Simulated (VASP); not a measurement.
# Si (I4/mmm) in VASP: single point with PBEsol

Aim: the single point of Si with PBEsol.

Everything below comes from runs of VASP 6.6.1. Logs are shortened: lines on timing, memory, paths and dates and some standing lists are left out, and cuts for length are marked.

### 1 The cell of the first run

It takes space group I4/mmm (No. 139, tetragonal). The conventional cell has a = 2.679 Å, b = 2.679 Å, c = 4.910 Å, α = 90.00°, β = 90.00°, γ = 90.00°. Within 3.5 Å of Si (site symmetry 4/mmm) lie 12 Si at 2.68 to 3.10 Å.

### 2 Single point, PBEsol

INCAR reads:

```
PREC     = Accurate       # precision mode
ENCUT    = 520            # plane-wave cutoff, eV
EDIFF    = 1E-7           # SCF threshold, eV
ISMEAR   = -1             # smearing method
SIGMA    = 0.0221         # smearing width, eV
LREAL    = F              # projectors in reciprocal space
LASPH    = T              # aspherical terms in the spheres
NELM     = 60             # most SCF steps
ALGO     = Normal         # electronic algorithm
ISIF     = 2              # what is computed and relaxed
LWAVE    = F              # write WAVECAR
LCHARG   = F              # write CHGCAR
GGA      = PS             # functional
NBANDS   = 8              # bands
```

KPOINTS reads:

```
Automatic mesh
0
Gamma
  14 14 14
```

POSCAR reads:

```
Si
1.0
    0.0000000000      2.6788150000      0.0000000000
    2.6788150000      0.0000000000      0.0000000000
    1.3394070000      1.3394070000     -2.4549700000
Si
1
Direct
    0.0000000000      0.0000000000      0.0000000000
```

Potentials or basis: VASP PAW PBE potentials, release 64 (Si).

Launch:

```sh
$ cat potpaw_PBE.64/Si/POTCAR > POTCAR
$ mpirun -np 1 vasp_std > vasp.out
```

OUTCAR:

```text
PREC = Accurate
   ENCUT = 520
   EDIFF = 1E-7
   ISMEAR = -1
   LREAL = F
   LASPH = T
   NELM = 60
   ISIF = 2
   GGA = PS

 ion  position               nearest neighbor table
   1  0.000  0.000  0.000-

  LATTYP: Found a body centered tetragonal cell.
 ALAT       =     2.6788150000
 C/A-ratio  =     1.8328775970

  Lattice vectors:

 A1 = (  -1.3394070000,   1.3394080000,   2.4549700000)
 A2 = (   1.3394080000,  -1.3394070000,   2.4549700000)
 A3 = (   1.3394070000,   1.3394070000,  -2.4549700000)

Analysis of symmetry for initial positions (statically):
=====================================================================
 Subroutine PRICEL returns:
 Original cell was already a primitive cell.

 Routine SETGRP: Setting up the symmetry group for a
 body centered tetragonal supercell.

 Subroutine GETGRP returns: Found 16 space group operations
 (whereof 16 operations were pure point group operations)
 out of a pool of 16 trial point group operations.

The static configuration has the point symmetry D_4h.

Analysis of symmetry for dynamics (positions and initial velocities):
=====================================================================
 Subroutine PRICEL returns:
 Original cell was already a primitive cell.

 Routine SETGRP: Setting up the symmetry group for a
 body centered tetragonal supercell.

 Subroutine GETGRP returns: Found 16 space group operations
 (whereof 16 operations were pure point group operations)
 out of a pool of 16 trial point group operations.

The dynamic configuration has the point symmetry D_4h.

 Subroutine INISYM returns: Found 16 space group operations
 (whereof 16 operations are pure point group operations),
 and found     1 'primitive' translations

----------------------------------------------------------------------------------------

                                     Primitive cell

  volume of cell :      17.6170

  direct lattice vectors                    reciprocal lattice vectors
     0.000000000  2.678815000  0.000000000     0.000000000  0.373299388  0.203668401
     2.678815000  0.000000000  0.000000000     0.373299388  0.000000000  0.203668401
     1.339407000  1.339407000 -2.454970000     0.000000000  0.000000000 -0.407336953

  length of vectors
     2.678815000  2.678815000  3.100790210     0.425244930  0.425244930  0.407336953

  position of ions in fractional coordinates (direct lattice)
     0.000000000  0.000000000  0.000000000

  ion indices of the primitive-cell ions
   primitive index   ion index
                 1           1

----------------------------------------------------------------------------------------

 KPOINTS: Automatic mesh

Automatic generation of k-mesh.
 Grid dimensions read from file:
 generate k-points for:   14   14   14

 Generating k-lattice:

  Cartesian coordinates                     Fractional coordinates (reciprocal lattice)
     0.000000000  0.026664242  0.014547743     0.071428571  0.000000000  0.000000000
     0.026664242  0.000000000  0.014547743     0.000000000  0.071428571  0.000000000
     0.000000000  0.000000000 -0.029095497     0.000000000  0.000000000  0.071428571

  Length of vectors
     0.030374638  0.030374638  0.029095497

  Shift w.r.t. Gamma in fractional coordinates (k-lattice)
     0.000000000  0.000000000  0.000000000

 Subroutine IBZKPT returns following result:
 ===========================================

 Found    244 irreducible k-points:

 Following reciprocal coordinates:
            Coordinates               Weight
  0.000000  0.000000  0.000000      1.000000
  0.071429  0.000000  0.000000      8.000000
  0.142857  0.000000  0.000000      8.000000
  0.214286  0.000000 -0.000000      8.000000
  0.285714  0.000000  0.000000      8.000000
  0.357143  0.000000 -0.000000      8.000000
[... 16 lines left out ...]
  0.214286  0.142857  0.000000     16.000000
  0.285714  0.142857  0.000000     16.000000
 [... further k-points ...]
   k-points           NKPTS =    244   k-points in BZ     NKDIM =    244   number of bands    NBANDS=      8
   number of dos      NEDOS =    301   number of ions     NIONS =      1
   total plane-waves  NPLWV =   9600
   dimension x,y,z NGX =    20 NGY =   20 NGZ =   24
   dimension x,y,z NGXF=    40 NGYF=   40 NGZF=   48
   ions per type =               1
   NGX,Y,Z   is equivalent  to a cutoff of  12.41, 12.41, 12.87 a.u.
   NGXF,Y,Z  is equivalent  to a cutoff of  24.82, 24.82, 25.73 a.u.
 SYSTEM =  unknown system
   PREC   = accura    normal or accurate (medium, high low for compatibility)
   ISTART =      0    job   : 0-new  1-cont  2-samecut
   ICHARG =      2    charge: 1-file 2-atom 10-const
   ISPIN  =      1    spin polarized calculation?
   LNONCOLLINEAR =      F non collinear calculations
   LSORBIT =      F    spin-orbit coupling
   LASPH  =      T    aspherical Exc in radial PAW
   ENCUT  =  520.0 eV  38.22 Ry    6.18 a.u.   4.98  4.98  5.77*2*pi/ulx,y,z
   NELM   =     60;   NELMIN=  2; NELMDL= -5     # of ELM steps
   EDIFF  = 0.1E-06   stopping-criterion for ELM
   LREAL  =      F    real-space projection
   EDIFFG = 0.1E-05   stopping-criterion for IOM
   NSW    =      0    number of steps for IOM
   IBRION =     -1    ionic relax: 0-MD 1-quasi-New 2-CG
   NFREE  =      0    steps in history (QN), initial steepest desc. (CG)
   ISIF   =      2    stress and relaxation
   ISYM   =      2    0-nonsym 1-usesym 2-fastsym
   POTIM  = 0.5000    time-step for ionic-motion
   TEBEG  =    0.0;   TEEND  =   0.0 temperature during run
   PSTRESS=    0.0 pullay stress
   NELECT =       4.0000    total number of electrons
   NUPDOWN=      -1.0000    fix difference up-down
   EMIN   =  10.00;   EMAX   =-10.00  energy-range for DOS
   EFERMI =   0.00;   METHOD = LEGACY
   ISMEAR =    -1;   SIGMA  =   0.02  broadening in eV -4-tet -1-fermi 0-gaus
   EFERMI_NEDOS =   21; number of points for ismear=-14 and -15
   IALGO  =     38    algorithm
   IMIX   =      4    mixing-type and parameters
     AMIX     =   0.40;   BMIX     =  1.00
     AMIX_MAG =   1.60;   BMIX_MAG =  1.00
  volume/ion in A,a.u.               =      17.62       118.89
  Fermi-wavevector in a.u.,A,eV,Ry     =   0.998737  1.887338 13.571468  0.997475
  Thomas-Fermi vector in A             =   2.130980
   LORBIT       =      0    0 simple, 1 ext, 2 COOP (PROOUT), +10 PAW based schemes
   GGA     = PS    functional components
   LHFCALC =     F    Hartree Fock is set to
   AEXX    =    0.0000 exact exchange contribution
   IVDW    =     0    specifies the selected vdW correction
   LEPSILON=     F    determine dielectric tensor
   LRPA    =     F    only Hartree local field effects (RPA)
 non-spin polarized calculation
  energy-cutoff  :      520.00
  volume of cell :       17.62
 maximum number of plane-waves:       491
   NGX =  9   NGY =  9   NGZ = 11

 number of electron       4.0000000 magnetization

 Free energy of the ion-electron system (eV)
  ---------------------------------------------------
  ext. energy  EPLUGINS =         0.00000000
  ---------------------------------------------------
  free energy    TOTEN  =        -5.20688416 eV

  energy without entropy =       -5.20625924  energy(sigma->0) =       -5.20657170

 E-fermi :   7.5943     XC(G=0): -10.4561

 val. band max:        7.5894254744   @ k =  -0.2857   0.4286   0.0714
 cond. band min:       7.5970885944   @ k =  -0.1429  -0.1429   0.1429
 fundamental gap:      0.0076631200
 Fermi energy:         7.5942803708

 k-point     1 :       0.0000    0.0000    0.0000
  band No.  band energies     occupation
      1      -5.0766      2.00000
      2      15.0371      0.00000
      3      17.0252      0.00000
      4      17.0252      0.00000
      5      17.4700      0.00000
      6      18.5496      0.00000
      7      20.7137      0.00000
      8      20.7137      0.00000

 k-point     2 :       0.0714    0.0000    0.0000
  band No.  band energies     occupation
      1      -4.9439      2.00000
      2      14.5942      0.00000
      3      15.2411      0.00000
      4      16.9764      0.00000
      5      18.3979      0.00000
      6      19.1503      0.00000
      7      19.9824      0.00000
      8      20.9743      0.00000

 k-point     3 :       0.1429    0.0000    0.0000
  band No.  band energies     occupation
      1      -4.5463      2.00000
      2      12.7343      0.00000
      3      13.9187      0.00000
      4      16.8909      0.00000
      5      17.5759      0.00000
      6      19.6561      0.00000
      7      21.0061      0.00000
      8      21.6752      0.00000

 k-point     4 :       0.2143    0.0000   -0.0000
  band No.  band energies     occupation
      1      -3.8862      2.00000
      2      10.2405      0.00000
      3      13.0891      0.00000
      4      16.4165      0.00000
      5      16.8685      0.00000
      6      19.9235      0.00000
      7      22.5961      0.00000
      8      22.8959      0.00000

 k-point     5 :       0.2857    0.0000    0.0000
  band No.  band energies     occupation
      1      -2.9679      2.00000
      2       7.7815      0.00042
      3      12.4084      0.00000
      4      15.4757      0.00000
      5      16.9641      0.00000
      6      20.2032      0.00000
      7      22.8988      0.00000
      8      24.9166      0.00000
[... 177 lines left out ...]
 k-point    22 :       0.1429    0.1429    0.0000
  band No.  band energies     occupation
      1      -3.7779      2.00000
      2      11.6373      0.00000
      3      11.8235      0.00000
      4      13.4706      0.00000
      5      19.1714      0.00000
      6      19.4308      0.00000
      7      22.0463      0.00000
      8      23.1191      0.00000

 k-point    23 :       0.2143    0.1429    0.0000
  band No.  band energies     occupation
      1      -3.0020      2.00000
      2       9.4944      0.00000
      3      11.2745      0.00000
      4      12.8074      0.00000
      5      18.2549      0.00000
      6      20.4643      0.00000
      7      22.2666      0.00000
      8      23.0453      0.00000

 k-point    24 :       0.2857    0.1429    0.0000
  band No.  band energies     occupation
      1      -1.9721      2.00000
      2       7.1566      2.00000
      3      10.8374      0.00000
      4      12.7514      0.00000
      5      17.4022      0.00000
      6      20.3470      0.00000
      7      22.3191      0.00000
      8      23.7607      0.00000

 [... further k-points ...]
[... 5 lines left out ...]
  --------------------------------------------------------------------------------------
  -------------------------------------------------------------------------------------
  Total       -1.3851417     -1.3851417     -1.2155891     -0.0000000     -0.0000002     -0.0000002
  in kB     -125.9717431   -125.9717431   -110.5517809     -0.0000000     -0.0000225     -0.0000225
  external PRESSURE =    -120.8317557 kB  Pullay stress =       0.0000000 kB

 VOLUME and BASIS-vectors are now :
 -----------------------------------------------------------------------------
  energy-cutoff  :      520.00
  volume of cell :       17.62
      direct lattice vectors                 reciprocal lattice vectors
     0.000000000  2.678815000  0.000000000     0.000000000  0.373299388  0.203668401
     2.678815000  0.000000000  0.000000000     0.373299388  0.000000000  0.203668401
     1.339407000  1.339407000 -2.454970000     0.000000000  0.000000000 -0.407336953

 POSITION                                       TOTAL-FORCE (eV/Angst)
 -----------------------------------------------------------------------------------
      0.00000      0.00000      0.00000         0.000000      0.000000      0.000000
 -----------------------------------------------------------------------------------
    total drift:                                0.000000     -0.000000     -0.000000

  FREE ENERGIE OF THE ION-ELECTRON SYSTEM (eV)
  ---------------------------------------------------
  free  energy   TOTEN  =        -5.2068841561 eV

  energy  without entropy=       -5.2062592362  energy(sigma->0) =       -5.20657170
```

Run time: 12 s. Hardware: 1 thread of Intel Xeon Platinum 8559C (Emerald Rapids), shared host; peak memory 0.14 GiB.

Results:

```yaml
Free_energy: -5.2069 eV
Pressure: -12.1 GPa
Band_gap_on_the_k_mesh: zero (band 2 reaches 15.04 eV, above the bottom of band 3 at 4.42 eV)
```

Caveat: the PAW data sets were made with another functional, which shifts forces and pressure a little.
